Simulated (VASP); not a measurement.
Write the native input for VASP 6.6.1 that does the following.

```
Task                   : relaxation of volume and atoms at fixed shape
Functional             : r2SCAN
Potentials or basis    : VASP PAW PBE potentials, release 64 (Pd)
Cutoff                 : 600 eV
k mesh                 : 10 × 10 × 10
Occupations            : methfessel-paxton, width 0.1 eV
Spin                   : no spin polarisation
Dipole correction      : no
Further INCAR settings : ALGO = Normal; EDIFF = 1e-06; IBRION = 2; EDIFFG = -0.02; NSW = 80; ISIF = 8
```

Pd:

```
Pd
1.0
     0.00000    1.94650    1.94650
     1.94650    0.00000    1.94650
     1.94650    1.94650    0.00000
Pd
1
Cartesian
  0.0000 0.0000 0.0000
```

These files were run (other wordings do the same):

POSCAR

```
Pd
1.0
    0.0000000000      1.9465000000      1.9465000000
    1.9465000000      0.0000000000      1.9465000000
    1.9465000000      1.9465000000      0.0000000000
Pd
1
Direct
    0.0000000000      0.0000000000      0.0000000000
```

INCAR.step1

```
SYSTEM = Pd
PREC     = Accurate       ! precision mode
ENCUT    = 600            ! plane-wave cutoff, eV
ISMEAR   = 1              ! smearing method
SIGMA    = 0.1            ! smearing width, eV
LREAL    = .False.        ! projectors in reciprocal space
LASPH    = .True.         ! aspherical terms in the spheres
NELM     = 60             ! most SCF steps
GGA      = PE             ! functional
ALGO     = Normal         ! electronic algorithm
EDIFF    = 1E-4           ! SCF threshold, eV
LWAVE    = .True.         ! write WAVECAR
LCHARG   = .False.        ! write CHGCAR
```

INCAR.step2

```
SYSTEM = Pd
PREC     = Accurate       ! precision mode
ENCUT    = 600            ! plane-wave cutoff, eV
EDIFF    = 1E-6           ! SCF threshold, eV
ISMEAR   = 1              ! smearing method
SIGMA    = 0.1            ! smearing width, eV
LREAL    = .False.        ! projectors in reciprocal space
LASPH    = .True.         ! aspherical terms in the spheres
NELM     = 60             ! most SCF steps
ALGO     = Normal         ! electronic algorithm
ISIF     = 8              ! what is computed and relaxed
LWAVE    = .False.        ! write WAVECAR
LCHARG   = .False.        ! write CHGCAR
METAGGA  = R2SCAN         ! meta-GGA
LMIXTAU  = .True.       
IBRION   = 2              ! ionic algorithm
NSW      = 80             ! ionic steps
EDIFFG   = -0.02          ! ionic threshold
ISTART   = 1
```

KPOINTS

```
regular mesh
0
Gamma
  10 10 10
  0 0 0
```

Potentials or basis: VASP PAW PBE potentials, release 64 (Pd).

Run with:

```console
$ cat potpaw_PBE.64/Pd/POTCAR > POTCAR
$ cp INCAR.step1 INCAR
$ mpirun -np 1 vasp_std > vasp.out
$ cp INCAR.step2 INCAR
$ mpirun -np 1 vasp_std > vasp.out
```

It gave:

The relaxed volume is 14.94 Å³/atom. The relaxed cell is a = 2.765 Å, b = 2.765 Å, c = 2.765 Å, α = 60.00°, β = 60.00°, γ = 60.00° and the space group after relaxing (to 0.05 Å) is Fm-3m (No. 225). The energy gained by relaxing is 1.4 meV/atom. The ionic steps are 3 and the pressure after relaxing is 0.0 GPa. The band gap on the k mesh is zero (band 5 reaches 9.70 eV, above the bottom of band 6 at 8.06 eV).

Caveat: the PAW data sets were made with another functional, which shifts forces and pressure a little.

It took 53 s on 1 thread of Intel(R) Xeon(R) Platinum 8559C (Emerald Rapids), on a shared host, peak memory 0.15 GiB.
